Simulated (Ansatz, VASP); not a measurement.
# Two plane-wave programs on Ca

The input INCAR:

```
SYSTEM = Ca
ALGO = Fast
EDIFF = 1E-7
ENCUT = 520
GGA = PS
ISIF = 2
ISMEAR = 0
LASPH = .TRUE.
LCHARG = .FALSE.
LREAL = .FALSE.
LWAVE = .FALSE.
NBANDS = 11
NELM = 60
PREC = Accurate
SIGMA = 0.15
```

File KPOINTS:

```
k-points
0
G
  16 16 16
  0 0 0
```

POSCAR

```
Ca
1.0
   -2.2400000000      2.2400000000      2.1504000000
    2.2400000000     -2.2400000000      2.1504000000
    2.2400000000      2.2400000000     -2.1504000000
Ca
1
Direct
    0.0000000000      0.0000000000      0.0000000000
```

Input for Ansatz:

```yaml
crystal:
  lattice:
    - [-2.24, 2.24, 2.1504]
    - [2.24, -2.24, 2.1504]
    - [2.24, 2.24, -2.1504]
  atoms:
    - { symbol: Ca, position: [0.0, 0.0, 0.0] }
basis:
  ecutwfc: 420
kpoints:
  mp_grid: { grid: [16, 16, 16] }
hamiltonian:
  xc: pbesol
scf:
  occupations: { method: gaussian, width: 0.15 }
output:
  forces: true
  stress: true
  eigenvalues: true
```

Change from the starting cell: strain +0.000 along x and y, -0.040 along z, atoms carried along.

Alike in both runs: task single point; functional PBEsol; k mesh 16 × 16 × 16; occupations gaussian, width 0.15 eV; no spin polarisation.

|  | VASP | Ansatz |
| --- | --- | --- |
| version | VASP 6.6.1 | Ansatz 0.2.0 |
| potentials or method | VASP PAW PBE potentials, release 64 (Ca_sv), cutoff 520 eV | scalar-relativistic, plane waves, PAW |
| valence electrons in the cell | 10 | 10 |

|  | VASP | Ansatz | Ansatz less VASP |
| --- | --- | --- | --- |
| gap on the k mesh at the Fermi level (eV) | none | none | - |
| pressure (GPa) | -1.0 | -1.0 | -0.01 |

VASP's potentials were made for PBE, not for PBEsol. A gap of «none» marks a metal or a gap that the smearing closes.
